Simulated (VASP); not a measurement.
Runs of VASP 6.6.1 on SnH5. The structure is that of space group P4/mmm (No. 123), or close to it. The cells are those of the table. 

```tsv
task	cell	k mesh	cutoff (eV)	gap on the mesh (eV)	pressure (GPa)	largest force (eV/Å)
relaxation of cell and atoms	relaxed from a = 2.558, b = 2.558, c = 10.836 Å, 6 atoms	6 × 6 × 2	600	none	-0.2	0.02
single point	a = 3.172, b = 3.172, c = 5.518 Å, 6 atoms	6 × 6 × 4	520	none	-0.2	0.01
single point	a = 2.558, b = 2.558, c = 10.836 Å, 6 atoms	6 × 6 × 2	520	none	4.4	(a)
single point	a = 3.170, b = 3.170, c = 5.550 Å, 6 atoms	12 × 12 × 8	520	none	-0.2	0.01
single point	a = 3.217, b = 3.217, c = 5.254 Å, 6 atoms	6 × 6 × 2	520	none	-0.1	0.01
```

Alike in all rows: level PBE; potentials or basis VASP PAW PBE potentials, release 64 (Sn_d, H); no spin polarisation; smearing gaussian 0.1 eV.

Problem. Fill in the values left out.

Solution. (a) 0.39.

Caveats: some runs use coarse meshes; spin-orbit coupling is left out, which moves the levels of the heavy elements.

A k mesh can miss the band edges, and the runs leave out spin-orbit coupling on Sn.

A gap of «none» marks levels without a gap at the run's occupations.
